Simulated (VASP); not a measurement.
Runs of VASP 6.6.1 on SnSe. The structure is that of space group I4/mmm (No. 139), or close to it. The cells are those of the table. 

```csv
cell,gap on the mesh (eV),pressure (GPa)
"a = 4.428, b = 4.428, c = 3.818 Å, angles 64.5, 64.5, 51.1°, 2 atoms",none,8.2
"a = 4.057, b = 4.057, c = 4.811 Å, angles 53.6, 53.6, 72.7°, 2 atoms",none,(b)
"a = 4.244, b = 4.244, c = 4.037 Å, angles 61.6, 61.6, 56.8°, 2 atoms",-,1.5
"a = 4.083, b = 4.083, c = 4.399 Å, angles 57.4, 57.4, 65.2°, 2 atoms",none,(a)
"a = 4.331, b = 4.331, c = 3.921 Å, angles 63.1, 63.1, 53.8°, 2 atoms",none,4.6
"a = 4.641, b = 4.641, c = 3.640 Å, angles 66.9, 66.9, 46.2°, 2 atoms",none,16.0
"a = 4.117, b = 4.117, c = 4.285 Å, angles 58.6, 58.6, 62.7°, 2 atoms",0.13,1.3
"a = 4.051, b = 4.051, c = 4.678 Å, angles 54.7, 54.7, 70.5°, 2 atoms",none,(c)
"a = 4.547, b = 4.547, c = 3.713 Å, angles 65.9, 65.9, 48.2°, 2 atoms",none,13.0
"a = 4.141, b = 4.141, c = 4.224 Å, angles 59.3, 59.3, 61.3°, 2 atoms",0.29,0.5
"a = 4.060, b = 4.060, c = 4.527 Å, angles 56.1, 56.1, 67.8°, 2 atoms",none,8.6
```

Alike in all rows: task single point; level LDA; potentials or basis VASP PAW LDA potentials, release 64 (Sn_d, Se); no spin polarisation; k mesh 10 × 10 × 10; cutoff (eV) 520; smearing gaussian 0.05 eV.

Estimate the missing entries.

(a) 3.9; (b) 29.6; (c) 17.9.

Caveats: spin-orbit coupling is left out, which moves the levels of the heavy elements; the cell stands under pressure (at least some runs); semilocal functionals underestimate gaps, so a narrow gap can read as zero (at least some runs).

A k mesh can miss the band edges, and the runs leave out spin-orbit coupling on Se, Sn.

A gap of «none» marks levels without a gap at the run's occupations.
